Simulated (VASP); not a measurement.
BaZrO3: single point with LDA

The system is BaZrO3.

```
Ba Zr O
1.0
     3.69123    0.00000    0.00000
     0.00000    4.26151    0.00000
     0.00000    0.00000    4.14745
Ba Zr O
1 1 3
Direct
  0.50000 0.50000 0.50000
  0.00000 0.00000 0.00000
  0.50000 0.00000 0.00000
  0.00000 0.50000 0.00000
  0.00000 0.00000 0.50000
```

This cell differs from its parent crystal: normal strain along x -0.1100, normal strain along y +0.0275.

```yaml
Program: VASP 6.6.1
Task: single point
Functional: LDA
Potentials_or_basis: VASP PAW LDA potentials, release 64 (Ba_sv, Zr_sv, O_h)
Cutoff: 910 eV
k_mesh: 6 × 6 × 6
Occupations: gaussian, width 0.05 eV
Spin: no spin polarisation
Dipole_correction: no
Further_INCAR_settings: ALGO = Normal; EDIFF = 1e-06; NBANDS = 28
```

```
Pressure               : 27.3 GPa
Band gap on the k mesh : 2.11 eV
```

Stress tensor (GPa, compression positive):
```
67.24  0.00  0.00
 0.00  3.50  0.00
 0.00  0.00 11.30
```

Levels at points of the mesh, in eV from the valence-band top:
```
           k point  band 16  band 17  band 18  band 19  band 20  band 21  band 22  band 23  band 24  band 25
(0.00, 0.00, 0.00)    -1.57    -1.37    -0.96    -0.86     0.00     2.11     2.83     2.94     3.31     4.63
(0.50, 0.00, 0.00)    -2.95    -2.83    -2.60    -1.15    -1.05     3.04     6.54     7.12     7.13     7.15
(0.00, 0.50, 0.00)    -2.22    -2.01    -2.00    -1.07    -0.05     3.32     4.96     5.06     5.12     6.45
(0.50, 0.50, 0.00)    -3.45    -1.48    -1.44    -1.30    -1.01     5.06     6.21     6.73     7.10     8.40
(0.00, 0.00, 0.50)    -2.28    -2.24    -2.22    -1.18    -0.05     3.27     5.28     5.30     5.46     6.59
(0.50, 0.00, 0.50)    -3.64    -1.47    -1.26    -1.23    -0.84     5.32     6.19     6.65     7.29     8.58
(0.00, 0.50, 0.50)    -2.86    -2.33    -2.32    -1.13    -0.11     5.14     5.23     5.45     6.40     7.01
(0.50, 0.50, 0.50)    -3.96    -2.53    -0.90    -0.62    -0.60     5.09     5.54     5.86     6.60     8.03
```

It took 2.4 min on 1 thread of AMD EPYC 9R45 96-Core Processor (Zen 5) (shared host), peak memory 0.36 GiB.

Caveat: the cell differs from its parent crystal (normal strain along x -0.1100, normal strain along y +0.0275); the cutoff is under 1.25 times the usual one of these potentials, so pressure, stress and relaxed cells hold a basis-set (Pulay) error; the cell stands under pressure; spin-orbit coupling is left out, which moves the levels of the heavy elements. A k mesh can miss the band edges.
